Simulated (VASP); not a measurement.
The system is Zr.

```
Zr
1.0
     3.23200    0.00000    0.00000
    -1.61600    2.79899    0.00000
     0.00000    0.00000    5.14700
Zr
2
Direct
  0.33333 0.66667 0.25000
  0.66667 0.33333 0.75000
```

```yaml
Program: VASP 6.6.1
Task: relaxation of cell and atoms
Functional: PBEsol
Potentials_or_basis: VASP PAW PBE potentials, release 64 (Zr_sv)
Cutoff: 600 eV
k_mesh: 17 × 17 × 9
Occupations: fermi-dirac, width 0.1 eV
Spin: no spin polarisation
```

At the start: pressure -3.2 GPa; volume 23.28 Å³/atom.

How do energy, volume and symmetry change on relaxing?

Over 6 steps the energy falls by 8.4 meV/atom and the volume is 22.48 Å³/atom (-3.5 %); space group P6_3/mmc (No. 194, to 0.05 Å).

Step by step:
```csv
step,energy change (eV),largest force (eV/Å),pressure (GPa),volume (Å³)
1,0.0000,0.0000,-3.18,46.56
2,-0.0007,0.0000,3.49,43.52
3,-0.0162,0.0000,0.02,45.00
4,-0.0162,0.0000,0.08,44.97
5,-0.0166,0.0000,0.06,44.96
6,-0.0168,0.0000,0.05,44.95
```

Final structure:
```
CELL_PARAMETERS angstrom
3.18311 0.00000 0.00000
-1.59155 2.75665 0.00000
0.00000 0.00000 5.12318
ATOMIC_POSITIONS crystal
Zr 0.33333 0.66667 0.25000
Zr 0.66667 0.33333 0.75000
```

Caveat: the PAW data sets were made with another functional, which shifts forces and pressure a little.
